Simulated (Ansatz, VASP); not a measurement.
# One calculation of K, two programs

File POSCAR:

```
K
1.0
   -0.1356749127      3.3240353616      3.3240353616
    3.3240353616     -0.1356749127      3.3240353616
    3.3240353616      3.3240353616     -0.1356749127
K
1
Direct
    0.0000000000      0.0000000000      0.0000000000
```

File INCAR.step1:

```
PREC = Accurate
ENCUT = 520
ISMEAR = -1
SIGMA = 0.05
LREAL = False
LASPH = True
NELM = 60
NBANDS = 10
GGA = PE
ALGO = Normal
EDIFF = 1E-4
LWAVE = True
LCHARG = False
```

The input INCAR.step2:

```
PREC = Accurate
ENCUT = 520
EDIFF = 1E-8
ISMEAR = -1
SIGMA = 0.05
LREAL = False
LASPH = True
NELM = 60
ALGO = Normal
ISIF = 2
LWAVE = False
LCHARG = False
METAGGA = R2SCAN
LMIXTAU = True
LEFG = True
NBANDS = 10
ISTART = 1
```

Contents of KPOINTS:

```
regular mesh
0
Gamma
  11 11 11
```

Input for Ansatz:

```yaml
crystal:
  lattice:
    - [-0.1356749127, 3.3240353616, 3.3240353616]
    - [3.3240353616, -0.1356749127, 3.3240353616]
    - [3.3240353616, 3.3240353616, -0.1356749127]
  atoms:
    - { symbol: K, position: [0.0, 0.0, 0.0] }
kpoints:
  mp_grid: { grid: [11, 11, 11] }
scf:
  occupations: { method: fermi_dirac, width: 0.05 }
hamiltonian:
  xc: r2scan
  pseudopotentials: { kind: all_electron, datasets: crystal }
output:
  forces: true
  stress: true
  eigenvalues: true
  efg: { contact_densities: true }
```

Change from the starting cell: equal xy, yz and zx shear strains of -4 %, crystal datasets.

Alike in both runs: task electric field gradients; functional r2SCAN; k mesh 11 × 11 × 11; occupations fermi-dirac, width 0.05 eV; no spin polarisation.

|  | VASP | Ansatz |
| --- | --- | --- |
| version | VASP 6.6.1 | Ansatz 0.2.0 |
| potentials or method | VASP PAW PBE potentials, release 64 (K_sv), cutoff 520 eV | all-electron PAW with datasets made for the crystal, scalar-relativistic |

```tsv
	VASP	Ansatz	Ansatz less VASP
pressure (GPa)	-0.1	0.0	+0.02
traceless stress, the component that is largest in VASP (GPa)	0.08	0.08	0.000
size of Vzz on the site where it differs most (V/Å²)	1.4	1.5	+0.05
```

VASP's potentials were made for PBE, not for r2SCAN. Ansatz ran all-electron here, and VASP with PAW potentials.
